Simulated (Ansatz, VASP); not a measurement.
## Two plane-wave programs on B2P3

```
B P
1.0
     3.99765    0.00000    0.00000
     0.00000    3.99765    0.00000
     0.00000    0.00000    3.99765
B P
2 3
Cartesian
  0.0000 0.0000 0.0000
  1.9988 1.9988 1.9988
  1.9988 0.0000 0.0000
  0.0000 1.9988 0.0000
  0.0000 0.0000 1.9988
```

Alike in both runs: functional PBE; k mesh 4 × 4 × 4; occupations gaussian, width 0.2 eV; no spin polarisation.

Ansatz relaxed the structure, and its values are those at the end. VASP's run is a single point on that final structure, the one shown.

|  | VASP | Ansatz |
| --- | --- | --- |
| version | VASP 6.6.1 | Ansatz 0.2.0 |
| potentials or method | VASP PAW PBE potentials, release 64 (B, P), cutoff 500 eV | scalar-relativistic, plane waves, PAW |
| valence electrons in the cell | 21 | 21 |

```tsv
	VASP	Ansatz	Ansatz less VASP
gap on the k mesh at the Fermi level (eV)	none	none	-
pressure (GPa)	-0.3	-0.1	+0.17
```

A gap of «none» marks a metal or a gap that the smearing closes.

The k mesh is coarse, so the values compare programs but aren't converged.
